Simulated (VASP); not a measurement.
**ZnAu: single point with PBE**

Crystal: ZnAu.

```
Zn Au
1.0
     2.67495    0.00000    0.00000
     0.00000    2.67495    0.00000
     0.00000    0.00000    3.14700
Zn Au
1 1
Direct
  0.50000 0.50000 0.50000
  0.00000 0.00000 0.00000
```

This cell differs from its parent crystal: strain -0.1500 x Voigt [1, 1, 0, 0, 0, 0].

* Program: VASP 6.6.1
* Task: single point
* Functional: PBE
* Potentials or basis: VASP PAW PBE potentials, release 64 (Zn, Au_sv_GW)
* Cutoff: 540 eV
* k mesh: 16 × 16 × 16
* Occupations: gaussian, width 0.15 eV
* Spin: no spin polarisation

```yaml
Pressure: 114.5 GPa
Band_gap_on_the_k_mesh: zero (an odd number of electrons rules out a gap without spin polarisation)
```

Stress tensor (GPa, compression positive):
```
116.34   0.00   0.00
  0.00 116.34   0.00
  0.00   0.00 110.81
```

Levels at points of the mesh, in eV from the Fermi level:
```
           k point  band 13  band 14  band 15  band 16  band 17  band 18  band 19  band 20
(0.00, 0.00, 0.00)    -4.64    -4.64    -4.29     1.57     7.30     7.30    10.47    15.51
(0.50, 0.00, 0.00)    -6.53    -6.18    -5.15    -1.52     9.04    10.17    12.34    13.84
(0.50, 0.50, 0.00)    -5.26    -2.99    -2.87    -2.87     3.91     5.59     9.18    11.75
(0.00, 0.00, 0.50)    -6.21    -6.21    -4.74    -4.54    11.64    13.84    14.00    14.00
(0.50, 0.00, 0.50)    -4.69    -4.31    -4.18    -3.89     1.84     3.90    13.77    14.32
(0.50, 0.50, 0.50)    -4.44    -2.96     2.28     4.03     4.03     4.42     6.60     6.64
```

Run time: 66 s on 1 thread of AMD EPYC 9R45 (Zen 5), with other jobs on the host, peak memory 0.3 GiB.

Caveat: the cell differs from its parent crystal (strain -0.1500 x Voigt [1, 1, 0, 0, 0, 0]); the stress differs along the axes, from 111 to 116 GPa; spin-orbit coupling is left out, which moves the levels of the heavy elements.
